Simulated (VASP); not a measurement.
P, 4 atoms in the cell. The cell holds a slab with vacuum, 4 atoms: a = 3.353 Å, b = 35.386 Å, c = 4.577 Å, α = 90.00°, β = 90.00°, γ = 90.00°. 

```yaml
Program: VASP 6.6.1
Task: single point
Functional: PBE
Potentials_or_basis: VASP PAW PBE potentials, release 64 (P)
Cutoff: 520 eV
k_mesh: 8 × 1 × 6
Occupations: gaussian, width 0.02 eV
Spin: no spin polarisation
Dipole_correction: no
Further_INCAR_settings: ALGO = Normal; EDIFF = 1e-06; NBANDS = 18
```

Potentials or basis: VASP PAW PBE potentials, release 64 (P).

Run with:

```sh
$ cat potpaw_PBE.64/P/POTCAR > POTCAR
$ mpirun -np 1 vasp_std > vasp.out
```

Hardware: 1 thread of Intel(R) Xeon(R) 6975P-C (Granite Rapids), with other jobs on the host.

Q: How long does it take, and how much memory?

A: Wall time 2 min on 1 thread of Intel(R) Xeon(R) 6975P-C (Granite Rapids), with other jobs on the host, peak memory 0.63 GiB. Counts: scf iterations 21, k points 20.
